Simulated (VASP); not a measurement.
Pt, 1 atom in the cell. It takes space group Fm-3m (No. 225, cubic). The conventional cell has a = 3.891 Å, b = 3.891 Å, c = 3.891 Å, α = 90.00°, β = 90.00°, γ = 90.00°. Within 3.6 Å of Pt (site symmetry m-3m) lie 12 Pt at 2.75 Å. 

```yaml
Program: VASP 6.6.1
Task: relaxation of cell and atoms
Functional: LDA
Potentials_or_basis: VASP PAW LDA potentials, release 64 (Pt)
Cutoff: 600 eV
k_mesh: 16 × 16 × 16
Occupations: gaussian, width 0.1 eV
Spin: no spin polarisation
Dipole_correction: no
Further_INCAR_settings: ALGO = Normal; EDIFF = 1e-07; IBRION = 2; EDIFFG = -0.002; NSW = 100; ISIF = 3
```

Potentials or basis: VASP PAW LDA potentials, release 64 (Pt).

The run is started by

```console
$ cat potpaw_LDA.64/Pt/POTCAR > POTCAR
$ mpirun -np 1 vasp_std > vasp.out
```

Hardware: 1 thread of AMD EPYC 9R45 96-Core Processor (Zen 5) (shared host).

**Question.** How long does it take, and how much memory?

**Answer.** Run time: 26 s on 1 thread of AMD EPYC 9R45 96-Core Processor (Zen 5), on a shared host, peak memory 0.12 GiB. Counts: scf iterations 25, k points 145, ion steps 3.
